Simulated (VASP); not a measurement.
# Ag3Os (P4/mmm) in VASP: notebook

Ag3Os is run at these levels: PBE; tasks: single point, relaxation of cell and atoms.

Everything below comes from runs of VASP 6.6.1. Logs are shortened: lines on timing, memory, paths and dates and some standing lists are left out, and cuts for length are marked.

## Step 1: The cell of the first run

Symmetry: P4/mmm, No. 123, tetragonal system. The conventional cell has a = 2.738 Å, b = 2.738 Å, c = 8.911 Å, α = 90.00°, β = 90.00°, γ = 90.00°. Within 3.6 Å of Ag (site symmetry 4mm) lie 8 Ag at 2.74 to 2.99 Å and 4 Os at 2.91 Å. Within 3.6 Å of Ag (site symmetry 4/mmm) lie 12 Ag at 2.74 to 2.99 Å. Os (site symmetry 4/mmm) has 4 Os at 2.74 Å and 8 Ag at 2.91 Å within 3.6 Å.

The cell was built from a structure type or drawn by symmetry, and may not be a known phase.

## Step 2: Single point, PBE

INCAR

```
SYSTEM = Ag3Os
  PREC = Accurate
  ENCUT = 520
  EDIFF = 1E-7
  ISMEAR = 0
  SIGMA = 0.2
  LREAL = .FALSE.
  LASPH = .TRUE.
  NELM = 60
  ALGO = Normal
  ISIF = 2
  LWAVE = .FALSE.
  LCHARG = .FALSE.
  GGA = PE
  NBANDS = 28
```

KPOINTS

```
regular mesh
0
G
  6 6 3
  0 0 0
```

POSCAR

```
Ag3Os
1.0
    2.7383829169      0.0000000000      0.0000000000
    0.0000000000      2.7383829169      0.0000000000
    0.0000000000      0.0000000000      8.9105151218
Ag Os
3 1
Direct
    0.0000000000      0.0000000000      0.7439556302
    0.0000000000      0.0000000000      0.2560443698
    0.5000000000      0.5000000000      0.0000000000
    0.5000000000      0.5000000000      0.5000000000
```

Potentials or basis: VASP PAW PBE potentials, release 64 (Ag, Os).

Command:

```
cat potpaw_PBE.64/Ag/POTCAR potpaw_PBE.64/Os/POTCAR > POTCAR
mpirun -np 1 vasp_std > vasp.out
```

OUTCAR:

```text
SYSTEM = Ag3Os
   PREC = Accurate
   ENCUT = 520
   EDIFF = 1E-7
   ISMEAR = 0
   LREAL = .FALSE.
   LASPH = .TRUE.
   NELM = 60
   ISIF = 2
   GGA = PE

 ion  position               nearest neighbor table
   1  0.000  0.000  0.744-   4 2.91   4 2.91   4 2.91   4 2.91   3 2.99   3 2.99   3 2.99   3 2.99

   2  0.000  0.000  0.256-   4 2.91   4 2.91   4 2.91   4 2.91   3 2.99   3 2.99   3 2.99   3 2.99

   3  0.500  0.500  0.000-   1 2.99   2 2.99   1 2.99   2 2.99   1 2.99   2 2.99   1 2.99   2 2.99

   4  0.500  0.500  0.500-   1 2.91   2 2.91   1 2.91   2 2.91   1 2.91   2 2.91   1 2.91   2 2.91

  LATTYP: Found a simple tetragonal cell.
 ALAT       =     2.7383829169
 C/A-ratio  =     3.2539332125

  Lattice vectors:

 A1 = (   2.7383829169,   0.0000000000,   0.0000000000)
 A2 = (   0.0000000000,   2.7383829169,   0.0000000000)
 A3 = (   0.0000000000,   0.0000000000,   8.9105151218)

Analysis of symmetry for initial positions (statically):
=====================================================================
 Subroutine PRICEL returns:
 Original cell was already a primitive cell.

 Routine SETGRP: Setting up the symmetry group for a
 simple tetragonal supercell.

 Subroutine GETGRP returns: Found 16 space group operations
 (whereof 16 operations were pure point group operations)
 out of a pool of 16 trial point group operations.

The static configuration has the point symmetry D_4h.

Analysis of symmetry for dynamics (positions and initial velocities):
=====================================================================
 Subroutine PRICEL returns:
 Original cell was already a primitive cell.

 Routine SETGRP: Setting up the symmetry group for a
 simple tetragonal supercell.

 Subroutine GETGRP returns: Found 16 space group operations
 (whereof 16 operations were pure point group operations)
 out of a pool of 16 trial point group operations.

The dynamic configuration has the point symmetry D_4h.

 Subroutine INISYM returns: Found 16 space group operations
 (whereof 16 operations are pure point group operations),
 and found     1 'primitive' translations

----------------------------------------------------------------------------------------

                                     Primitive cell

  volume of cell :      66.8176

  direct lattice vectors                    reciprocal lattice vectors
     2.738382917  0.000000000  0.000000000     0.365179024  0.000000000  0.000000000
     0.000000000  2.738382917  0.000000000     0.000000000  0.365179024  0.000000000
     0.000000000  0.000000000  8.910515122     0.000000000  0.000000000  0.112226957

  length of vectors
     2.738382917  2.738382917  8.910515122     0.365179024  0.365179024  0.112226957

  position of ions in fractional coordinates (direct lattice)
     0.000000000  0.000000000  0.743955630
     0.000000000  0.000000000  0.256044370
     0.500000000  0.500000000  0.000000000
     0.500000000  0.500000000  0.500000000

  ion indices of the primitive-cell ions
   primitive index   ion index
                 1           1
                 2           2
                 3           3
                 4           4

----------------------------------------------------------------------------------------

 KPOINTS: regular mesh

Automatic generation of k-mesh.
 Grid dimensions read from file:
 generate k-points for:    6    6    3

 Generating k-lattice:

  Cartesian coordinates                     Fractional coordinates (reciprocal lattice)
     0.060863171  0.000000000  0.000000000     0.166666667  0.000000000  0.000000000
     0.000000000  0.060863171  0.000000000     0.000000000  0.166666667  0.000000000
     0.000000000  0.000000000  0.037408986     0.000000000  0.000000000  0.333333333

  Length of vectors
     0.060863171  0.060863171  0.037408986

  Shift w.r.t. Gamma in fractional coordinates (k-lattice)
     0.000000000  0.000000000  0.000000000

 Subroutine IBZKPT returns following result:
 ===========================================

 Found     20 irreducible k-points:

 Following reciprocal coordinates:
            Coordinates               Weight
  0.000000  0.000000  0.000000      1.000000
  0.166667  0.000000  0.000000      4.000000
  0.333333  0.000000  0.000000      4.000000
  0.500000  0.000000  0.000000      2.000000
  0.166667  0.166667  0.000000      4.000000
  0.333333  0.166667  0.000000      8.000000
[... 12 lines left out ...]
  0.500000  0.333333  0.333333      8.000000
  0.500000  0.500000  0.333333      2.000000
   k-points           NKPTS =     20   k-points in BZ     NKDIM =     20   number of bands    NBANDS=     28
   number of dos      NEDOS =    301   number of ions     NIONS =      4
   total plane-waves  NPLWV =  28000
   dimension x,y,z NGX =    20 NGY =   20 NGZ =   70
   dimension x,y,z NGXF=    40 NGYF=   40 NGZF=  140
   ions per type =               3   1
   NGX,Y,Z   is equivalent  to a cutoff of  12.14, 12.14, 13.06 a.u.
[... 58 lines left out ...]

 E-fermi :   8.1778     XC(G=0): -12.5080

 val. band max:        8.1636719174   @ k =   0.3333   0.3333   0.3333
 cond. band min:       8.1879741309   @ k =   0.3333   0.3333   0.3333
 fundamental gap:      0.0243022135
 Fermi energy:         8.1778490315

 k-point     1 :       0.0000    0.0000    0.0000
  band No.  band energies     occupation
      1      -0.1928      2.00000
      2       1.6491      2.00000
      3       1.7609      2.00000
      4       1.8387      2.00000
      5       1.8668      2.00000
      6       2.1735      2.00000
[... 20 lines left out ...]
     27      20.8698      0.00000
     28      21.2007      0.00000

 k-point     2 :       0.1667    0.0000    0.0000
  band No.  band energies     occupation
      1       0.4789      2.00000
      2       1.9542      2.00000
      3       2.0231      2.00000
      4       2.0804      2.00000
      5       2.3344      2.00000
      6       2.7467      2.00000
[... 20 lines left out ...]
     27      20.1965      0.00000
     28      20.2184      0.00000

 k-point     3 :       0.3333    0.0000    0.0000
  band No.  band energies     occupation
      1       1.7025      2.00000
      2       2.0328      2.00000
      3       2.1660      2.00000
      4       2.3530      2.00000
      5       2.9283      2.00000
      6       3.0577      2.00000
[... 20 lines left out ...]
     27      15.7631      0.00000
     28      15.7832      0.00000

 k-point     4 :       0.5000    0.0000    0.0000
  band No.  band energies     occupation
      1       1.6393      2.00000
      2       1.8997      2.00000
      3       2.5796      2.00000
      4       2.7465      2.00000
      5       2.7509      2.00000
      6       2.8747      2.00000
[... 20 lines left out ...]
     27      16.2763      0.00000
     28      16.9214      0.00000

 k-point     5 :       0.1667    0.1667    0.0000
  band No.  band energies     occupation
      1       1.1183      2.00000
      2       2.4269      2.00000
      3       2.4997      2.00000
      4       2.5570      2.00000
      5       2.7204      2.00000
      6       2.8151      2.00000
[... 20 lines left out ...]
     27      18.7269      0.00000
     28      20.5766      0.00000

 k-point     6 :       0.3333    0.1667    0.0000
  band No.  band energies     occupation
      1       2.1425      2.00000
      2       2.4985      2.00000
      3       2.5133      2.00000
      4       2.7651      2.00000
      5       2.8798      2.00000
      6       3.1068      2.00000
[... 339 lines left out ...]
      5       3.0840      2.00000
      6       3.0998      2.00000
[... 20 lines left out ...]
     27      15.3016      0.00000
     28      15.5697      0.00000

 k-point    18 :       0.3333    0.3333    0.3333
  band No.  band energies     occupation
      1       2.2815      2.00000
      2       2.4473      2.00000
      3       2.4952      2.00000
      4       2.5974      2.00000
      5       2.6234      2.00000
      6       2.8662      2.00000
[... 20 lines left out ...]
     27      16.8517      0.00000
     28      17.5927      0.00000

 k-point    19 :       0.5000    0.3333    0.3333
  band No.  band energies     occupation
      1       2.0587      2.00000
      2       2.2236      2.00000
      3       2.2844      2.00000
      4       2.3786      2.00000
      5       2.3843      2.00000
      6       2.6442      2.00000
[... 20 lines left out ...]
     27      16.1807      0.00000
     28      16.2627      0.00000

 k-point    20 :       0.5000    0.5000    0.3333
  band No.  band energies     occupation
      1       1.7595      2.00000
      2       1.9262      2.00000
      3       1.9983      2.00000
      4       2.2004      2.00000
      5       2.2004      2.00000
      6       2.5178      2.00000
[... 20 lines left out ...]
     27      16.7434      0.00000
     28      16.7443      0.00000

------------------------ aborting loop because EDIFF is reached ----------------------------------------

  FORCE on cell =-STRESS in cart. coord.  units (eV):
  Direction    XX          YY          ZZ          XY          YZ          ZX
  --------------------------------------------------------------------------------------
  -------------------------------------------------------------------------------------
  Total       -0.0766171     -0.0766171     -0.0465199      0.0000000     -0.0000000      0.0000000
  in kB       -1.8371515     -1.8371515     -1.1154717      0.0000000     -0.0000000      0.0000000
  external PRESSURE =      -1.5965915 kB  Pullay stress =       0.0000000 kB

 VOLUME and BASIS-vectors are now :
 -----------------------------------------------------------------------------
  energy-cutoff  :      520.00
  volume of cell :       66.82
      direct lattice vectors                 reciprocal lattice vectors
     2.738382917  0.000000000  0.000000000     0.365179024  0.000000000  0.000000000
     0.000000000  2.738382917  0.000000000     0.000000000  0.365179024  0.000000000
     0.000000000  0.000000000  8.910515122     0.000000000  0.000000000  0.112226957

 POSITION                                       TOTAL-FORCE (eV/Angst)
 -----------------------------------------------------------------------------------
      0.00000      0.00000      6.62903         0.000000      0.000000      0.016509
      0.00000      0.00000      2.28149         0.000000     -0.000000     -0.016509
      1.36919      1.36919      0.00000         0.000000      0.000000      0.000000
      1.36919      1.36919      4.45526         0.000000      0.000000      0.000000
 -----------------------------------------------------------------------------------
    total drift:                               -0.000000     -0.000000     -0.000000

  FREE ENERGIE OF THE ION-ELECTRON SYSTEM (eV)
  ---------------------------------------------------
  free  energy   TOTEN  =       -17.2847258588 eV

  energy  without entropy=      -17.1711025035  energy(sigma->0) =      -17.22791418
```

It took 19 s on 1 thread of Intel Xeon 6975P-C (Granite Rapids), shared host; peak memory 0.18 GiB.

Results:

| Item | Value |
| --- | --- |
| Free energy | -17.2847 eV |
| Pressure | -0.2 GPa |
| Largest force | 0.017 eV/Å |
| Band gap on the k mesh | zero (an odd number of electrons rules out a gap without spin polarisation) |

Forces in eV/Å, atoms in the order of the input:
```
Ag   0.000  0.000  0.017
Ag   0.000  0.000 -0.017
Ag   0.000  0.000  0.000
Os   0.000  0.000  0.000
```

Caveat: the k points lie up to 0.38 Å⁻¹ apart, too coarse for converged energies and pressures of a metal; spin-orbit coupling is left out, which moves the levels of the heavy elements.

## Step 3: Single point, PBE, collinear spin

INCAR

```
SYSTEM = Ag3Os
PREC     = Accurate       ! precision mode
ENCUT    = 520            ! plane-wave cutoff, eV
EDIFF    = 1E-7           ! SCF threshold, eV
ISMEAR   = 0              ! smearing method
SIGMA    = 0.1            ! smearing width, eV
LREAL    = .False.        ! projectors in reciprocal space
LASPH    = .True.         ! aspherical terms in the spheres
NELM     = 150            ! most SCF steps
ALGO     = Fast           ! electronic algorithm
ISIF     = 2              ! what is computed and relaxed
LWAVE    = .False.        ! write WAVECAR
LCHARG   = .False.        ! write CHGCAR
ISPIN    = 2              ! spin polarisation
MAGMOM   = 0 0 0 1        ! initial moments
LORBIT   = 11             ! projections on sites
LMAXMIX  = 4              ! l up to which the mixer works
GGA      = PE             ! functional
NBANDS   = 32             ! bands
```

KPOINTS

```
Automatic mesh
0
Gamma
  6 6 2
  0 0 0
```

POSCAR is that of step 2.

Potentials or basis: VASP PAW PBE potentials, release 64 (Ag, Os).

Command:

```
cat potpaw_PBE.64/Ag/POTCAR potpaw_PBE.64/Os/POTCAR > POTCAR
mpirun -np 1 vasp_std > vasp.out
```

Run time: 97 s. Hardware: 1 thread of Intel Xeon Platinum 8259CL at 2.50GHz (Skylake/Cascade Lake), shared host; peak memory 0.22 GiB.

It converged, with:

```
Free energy                                           : -17.2577 eV
Pressure                                              : 0.2 GPa
Largest force                                         : 0.003 eV/Å
Band gap on the k mesh                                : zero (filled and empty bands overlap)
Net moment                                            : 1.00 μB per cell
Site moments                                          : Ag +0.02, +0.01 (each value once); Os +0.90 μB
Valence electrons inside the program's atomic spheres : Ag 9.92, 9.89 (each value once); Os 6.92
```

Forces in eV/Å, atoms in the order of the input:
```
Ag   0.000  0.000  0.003
Ag   0.000  0.000 -0.003
Ag   0.000  0.000  0.000
Os   0.000  0.000  0.000
```

Stress tensor (GPa, compression positive):
```
 0.31  0.00  0.00
 0.00  0.31  0.00
 0.00  0.00 -0.16
```

Levels at points of the mesh, in eV from the Fermi level:
Spin up:
| k point | band 18 | band 19 | band 20 | band 21 | band 22 | band 23 | band 24 | band 25 |
| --- | --- | --- | --- | --- | --- | --- | --- | --- |
| (0.00, 0.00, 0.00) | -3.17 | -2.98 | -2.64 | 0.21 | 0.21 | 0.27 | 1.20 | 5.37 |
| (0.50, 0.00, 0.00) | -1.66 | -0.86 | -0.31 | -0.28 | 0.11 | 0.47 | 2.27 | 4.56 |
| (0.50, 0.50, 0.00) | -1.68 | -0.15 | 2.61 | 2.61 | 3.06 | 6.42 | 6.42 | 6.98 |
| (0.00, 0.00, 0.50) | -3.14 | -2.97 | -2.01 | -1.46 | 0.19 | 0.19 | 1.20 | 7.74 |
| (0.50, 0.00, 0.50) | -2.40 | -0.86 | -0.05 | -0.02 | 0.01 | 0.47 | 2.89 | 5.07 |
| (0.50, 0.50, 0.50) | -2.10 | -0.17 | 3.05 | 3.80 | 3.80 | 4.24 | 4.24 | 7.97 |
Spin down:
| k point | band 17 | band 18 | band 19 | band 20 | band 21 | band 22 | band 23 | band 24 |
| --- | --- | --- | --- | --- | --- | --- | --- | --- |
| (0.00, 0.00, 0.00) | -3.21 | -3.15 | -2.97 | -2.19 | 0.33 | 0.69 | 0.69 | 1.99 |
| (0.50, 0.00, 0.00) | -2.06 | -1.45 | -0.28 | -0.20 | -0.15 | 0.19 | 0.98 | 2.51 |
| (0.50, 0.50, 0.00) | -1.38 | -1.38 | 0.42 | 2.68 | 2.68 | 3.64 | 6.56 | 6.56 |
| (0.00, 0.00, 0.50) | -3.13 | -3.13 | -2.97 | -1.96 | -1.15 | 0.67 | 0.67 | 1.99 |
| (0.50, 0.00, 0.50) | -2.52 | -2.09 | -0.15 | -0.03 | 0.00 | 0.14 | 0.97 | 3.27 |
| (0.50, 0.50, 0.50) | -1.77 | -1.77 | 0.40 | 3.64 | 3.92 | 3.92 | 4.30 | 4.30 |

Caveat: the k points lie up to 0.38 Å⁻¹ apart, too coarse for converged energies and pressures of a metal; spin-orbit coupling is left out, which moves the levels of the heavy elements.

## Step 4: Relaxation of cell and atoms, PBE

This run uses another cell than the first one, of 22.14 Å³/atom.

INCAR

```
SYSTEM = Ag3Os
ALGO = Normal
EDIFF = 1E-6
EDIFFG = -0.08
ENCUT = 600
GGA = PE
IBRION = 2
ISIF = 3
ISMEAR = 0
LASPH = .True.
LCHARG = .False.
LREAL = .False.
LWAVE = .False.
NELM = 100
NSW = 36
PREC = Accurate
SIGMA = 0.2
```

KPOINTS

```
k-points
0
Gamma
  6 6 3
  0 0 0
```

POSCAR

```
Ag3Os
1.0
    3.5338376000      0.0000000000      0.0000000000
    0.0000000000      3.5338376000      0.0000000000
    0.0000000000      0.0000000000      7.0912708300
Ag Os
3 1
Direct
    0.0000000000      0.0000000000      0.8135508100
    0.0000000000      0.0000000000      0.1864491900
    0.5000000000      0.5000000000      0.0000000000
    0.5000000000      0.5000000000      0.5000000000
```

Command:

```
cat potpaw_PBE.64/Ag/POTCAR potpaw_PBE.64/Os/POTCAR > POTCAR
mpirun -np 1 vasp_std > vasp.out
```

It took 15 min on 1 thread of Intel Xeon Platinum 8259CL at 2.50GHz (Skylake/Cascade Lake), shared host; peak memory 0.25 GiB.

It converged, with:

```
Free energy                           : -17.2818 eV
Relaxed volume                        : 16.73 Å³/atom
Relaxed cell                          : a = 2.734 Å, b = 2.734 Å, c = 8.952 Å, α = 90.00°, β = 90.00°, γ = 90.00°
Space group after relaxing (to 0.1 Å) : P4/mmm (No. 123)
Energy gained by relaxing             : 888.9 meV/atom
Ionic steps                           : 29
Pressure after relaxing               : -0.2 GPa
Largest force after relaxing          : 0.017 eV/Å
Band gap on the k mesh                : zero (an odd number of electrons rules out a gap without spin polarisation)
```

Forces on the atoms (eV/Å):
```
Ag   0.000  0.000  0.017
Ag   0.000  0.000 -0.017
Ag   0.000  0.000  0.000
Os   0.000  0.000  0.000
```

Stress tensor (GPa, compression positive):
```
-0.07  0.00  0.00
 0.00 -0.07  0.00
 0.00  0.00 -0.58
```

The path:
```tsv
step	energy change (eV)	largest force (eV/Å)	pressure (GPa)	volume (Å³)
1	0.0000	2.2005	-13.02	88.56
2	-1.5668	3.6523	4.59	67.42
3	-1.5725	3.7861	7.87	65.88
4	-2.4300	1.5433	12.87	61.86
5	-2.4724	0.6377	17.78	60.45
6	-2.7673	0.0569	-7.56	71.80
7	-2.8678	0.1245	-1.02	67.42
8	-2.9102	0.0059	-0.65	67.28
9	-3.0440	0.4177	0.85	66.72
10	-3.1857	1.3382	6.93	64.98
11	-3.1665	1.5590	9.20	64.46
12	-3.1726	1.5599	9.17	64.52
13	-3.1887	1.5656	8.89	64.69
14	-3.2117	1.5787	8.51	65.01
15	-3.2355	1.6204	8.19	65.55
16	-3.1218	1.5963	10.32	66.25
17	-3.2286	1.6388	8.41	65.73
18	-3.2668	1.5208	6.89	66.21
19	-3.3491	1.1923	2.72	67.65
20	-3.3859	0.6517	-4.03	70.59
21	-3.3913	0.7754	-2.49	69.83
22	-3.4071	0.7448	-2.39	69.64
23	-3.4500	0.6509	-1.97	69.07
24	-3.5149	0.4488	-0.93	67.93
25	-3.5417	0.0229	2.62	65.69
26	-3.5501	0.1509	1.21	66.46
27	-3.5545	0.0374	-0.35	67.05
28	-3.5545	0.0355	-0.39	67.06
29	-3.5555	0.0169	-0.24	66.94
```

Final structure:
```
Ag Os
1.0
     2.73449    0.00000    0.00000
     0.00000    2.73449    0.00000
     0.00000    0.00000    8.95225
Ag Os
3 1
Cartesian
  0.0000 0.0000 6.6590
  0.0000 2.7345 2.2932
  1.3672 1.3672 0.0000
  1.3672 1.3672 4.4761
```

Levels at points of the mesh, in eV from the Fermi level:
| k point | band 17 | band 18 | band 19 | band 20 | band 21 | band 22 | band 23 | band 24 |
| --- | --- | --- | --- | --- | --- | --- | --- | --- |
| (0.00, 0.00, 0.00) | -3.20 | -3.12 | -2.95 | -2.40 | 0.27 | 0.52 | 0.52 | 1.63 |
| (0.50, 0.00, 0.00) | -2.10 | -1.51 | -0.49 | -0.26 | -0.21 | 0.19 | 0.80 | 2.43 |
| (0.50, 0.50, 0.00) | -1.51 | -1.51 | 0.20 | 2.71 | 2.71 | 3.40 | 6.51 | 6.51 |

Caveat: the volume moved by over 15 % at a fixed basis, so the end points are rough; spin-orbit coupling is left out, which moves the levels of the heavy elements.

## Step 5: Summary

| task | spin | cell | k mesh | cutoff (eV) | smearing | gap on the mesh (eV) | pressure (GPa) | largest force (eV/Å) |
| --- | --- | --- | --- | --- | --- | --- | --- | --- |
| single point | off | a = 2.738, b = 2.738, c = 8.911 Å, 4 atoms, atomic positions A | 6 × 6 × 3 | 520 | gaussian 0.2 eV | none | -0.2 | 0.02 |
| single point | collinear | a = 2.738, b = 2.738, c = 8.911 Å, 4 atoms, atomic positions A | 6 × 6 × 2 | 520 | gaussian 0.1 eV | none | 0.2 | - |
| relaxation of cell and atoms | off | relaxed from a = 3.534, b = 3.534, c = 7.091 Å, 4 atoms, atomic positions B | 6 × 6 × 3 | 600 | gaussian 0.2 eV | none | -0.2 | 0.02 |

Alike in all rows: level PBE; potentials or basis VASP PAW PBE potentials, release 64 (Ag, Os).

Caveats: some runs use coarse meshes; spin-orbit coupling is left out, which moves the levels of the heavy elements; the volume moved by over 15 % at a fixed basis, so the end points are rough (at least some runs).

Total energies depend on the potentials used, so only differences within one code and one set of settings carry meaning.
